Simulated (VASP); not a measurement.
Runs of VASP 6.6.1 on AsHF. The structure is that of space group P4/mmm (No. 123), or close to it. The cells are those of the table. The cell was generated, and may not be a known phase.

```csv
task,cell,k mesh,gap on the mesh (eV),pressure (GPa),relaxed volume (Å³/atom)
single point,"a = 3.090, b = 3.090, c = 3.408 Å, 3 atoms",6 × 6 × 6,none,(a),-
relaxation of cell and atoms,"relaxed from a = 4.060, b = 4.060, c = 3.171 Å, 3 atoms",4 × 4 × 6,none,0.5,10.83
single point,"a = 4.060, b = 4.060, c = 3.171 Å, 3 atoms",4 × 4 × 6,none,(b),-
single point,"a = 3.113, b = 3.113, c = 3.390 Å, 3 atoms",4 × 4 × 6,none,-0.4,-
relaxation of cell and atoms,"relaxed from a = 3.090, b = 3.090, c = 3.408 Å, 3 atoms",16 × 16 × 14,none,0.0,10.77
single point,"a = 3.074, b = 3.074, c = 3.428 Å, 3 atoms",16 × 16 × 14,none,-0.2,-
relaxation of cell and atoms,"relaxed from a = 3.113, b = 3.113, c = 3.390 Å, 3 atoms",6 × 6 × 6,none,0.0,10.82
```

Alike in all rows: level PBE; potentials or basis VASP PAW PBE potentials, release 64 (H, As, F); no spin polarisation; cutoff (eV) 600; smearing gaussian 0.1 eV.

Q: Estimate the missing entries.

A: (a) -0.1; (b) -3.1.

Caveats: some runs use coarse meshes; an odd number of electrons without spin polarisation forces a metal; a magnetic or distorted state may lie lower; the volume moved by over 15 % at a fixed basis, so the end points are rough (at least some runs).

A k mesh can miss the band edges, and the runs leave out spin-orbit coupling on As.

A gap of «none» marks levels without a gap at the run's occupations.
